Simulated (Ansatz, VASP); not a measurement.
Two plane-wave programs on Ga

```
CELL_PARAMETERS angstrom
2.20858 -3.74550 -0.33129
2.20858 3.74550 -0.33129
-0.66586 0.00000 4.60554
ATOMIC_POSITIONS crystal
Ga 0.15602 0.84398 0.08450
Ga 0.65602 0.34398 0.41550
Ga 0.84398 0.15602 0.91550
Ga 0.34398 0.65602 0.58450
```

Change from the starting cell: engineering shear strain xz -0.3000, normal strain along z +0.0375.

Alike in both runs: task single point; functional LDA; k mesh 10 × 10 × 10; occupations gaussian, width 0.15 eV; no spin polarisation.

|  | VASP | Ansatz |
| --- | --- | --- |
| version | VASP 6.6.1 | Ansatz 0.2.0 |
| potentials or method | VASP PAW LDA potentials, release 64 (Ga_d), cutoff 520 eV | scalar-relativistic, plane waves, PAW |
| valence electrons in the cell | 52 | 52 |

|  | VASP | Ansatz | Ansatz less VASP |
| --- | --- | --- | --- |
| gap on the k mesh at the Fermi level (eV) | none | none | - |
| pressure (GPa) | 4.5 | 4.3 | -0.18 |
| traceless stress, the component that is largest in VASP (GPa) | 8.13 | 7.99 | -0.141 |
| rms of the force components (eV/Å) | 0.703 | 0.692 | -0.0109 |

LDA's correlation is that of Perdew and Zunger in VASP and of Perdew and Wang (1992) in Ansatz. Atom by atom the forces differ by 0.011 eV/Å (rms over components). A gap of «none» marks a metal or a gap that the smearing closes.
